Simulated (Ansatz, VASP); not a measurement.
**Fe: VASP beside Ansatz**

INCAR

```
SYSTEM = Fe
PREC = Accurate
ENCUT = 600
EDIFF = 1E-6
ISMEAR = -1
SIGMA = 0.05
LREAL = .FALSE.
LASPH = .TRUE.
NELM = 200
ALGO = Normal
ISIF = 2
LWAVE = .FALSE.
LCHARG = .FALSE.
ISPIN = 2
MAGMOM = 0 0
LORBIT = 11
NUPDOWN = 0.0
LMAXMIX = 4
GGA = PS
NBANDS = 27
GGA_COMPAT = .FALSE.
```

The input KPOINTS:

```
Automatic mesh
0
G
  10 10 6
  0 0 0
```

Contents of POSCAR:

```
Fe
1.0
    2.4341575853      0.0000000000      0.0000000000
   -1.2170787927      2.1080423057      0.0000000000
    0.0000000000      0.0000000000      3.8419344700
Fe
2
Direct
    0.6666666667      0.3333333333      0.7500000000
    0.3333333333      0.6666666667      0.2500000000
```

Contents of input.yaml:

```yaml
crystal:
  lattice:
    - [2.4341575853, 0.0, 0.0]
    - [-1.2170787927, 2.1080423057, 0.0]
    - [0.0, 0.0, 3.84193447]
  atoms:
    - { symbol: Fe, position: [0.6666666667, 0.3333333333, 0.75] }
    - { symbol: Fe, position: [0.3333333333, 0.6666666667, 0.25] }
hamiltonian:
  xc: pbesol
  pseudopotentials: { kind: paw }
magnetization:
  spin_polarized: true
  initial_magnetization: 0.0
  spin_locking: { lock_magnetization: hard }
kpoints:
  mp_grid: { grid: [10, 10, 6] }
scf:
  occupations: { method: fermi_dirac, width: 0.05 }
  lower_state_search: "off"
output:
  forces: true
  stress: true
  eigenvalues: true
  write_density: true
  write_potential: true
  elf: true
  volumetric_format: npy
```

Alike in both runs: task single point; functional PBEsol; k mesh 10 × 10 × 6; occupations fermi-dirac, width 0.05 eV; collinear spin; fixed moment 0 μB.

|  | VASP | Ansatz |
| --- | --- | --- |
| version | VASP 6.6.1 | Ansatz 0.2.0 |
| potentials or method | VASP PAW PBE potentials, release 64 (Fe_sv) | Ansatz PAW |
| plane-wave cutoff (eV) | 600 | 420 |
| valence electrons in the cell | 32 | 32 |

```csv
,VASP,Ansatz,Ansatz less VASP
pressure (GPa),-5.4,-1.3,+4.12
"traceless stress, the component that is largest in VASP (GPa)",-0.93,-0.88,+0.045
net moment per atom (μB),0.00,0.00,0.000
```

VASP's potentials were made for PBE, not for PBEsol.
